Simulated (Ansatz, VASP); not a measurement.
# Two plane-wave programs on In3SbTe2

```
In Sb Te
1.0
     6.06808    0.00000    0.00000
    -3.03404    5.25511    0.00000
     0.00000    0.00000    6.06245
In Sb Te
3 1 2
Direct
  0.50000 0.00000 0.83863
  0.00000 0.50000 0.83863
  0.50000 0.50000 0.83863
  0.00000 0.00000 0.23356
  0.33333 0.66667 0.30807
  0.66667 0.33333 0.30807
```

Alike in both runs: functional PBE; k mesh 6 × 6 × 6; occupations gaussian, width 0.1 eV; no spin polarisation.

Ansatz relaxed the structure, and its values are those at the end. VASP's run is a single point on that final structure, the one shown.

|  | VASP | Ansatz |
| --- | --- | --- |
| version | VASP 6.6.1 | Ansatz 0.2.0 |
| potentials or method | VASP PAW PBE potentials, release 64 (In_d, Sb, Te), cutoff 520 eV | scalar-relativistic, plane waves, PAW |
| valence electrons in the cell | 56 | 86 |

```csv
,VASP,Ansatz,Ansatz less VASP
gap on the k mesh at the Fermi level (eV),none,none,-
pressure (GPa),0.0,0.0,+0.04
```

A gap of «none» marks a metal or a gap that the smearing closes. With one functional, cell and mesh, what is left measures potentials, basis and numerics. VASP's potentials hold 56 valence electrons a cell and Ansatz's 86, so a difference there can come from the potentials and not from the codes.

Spin-orbit coupling is off throughout.
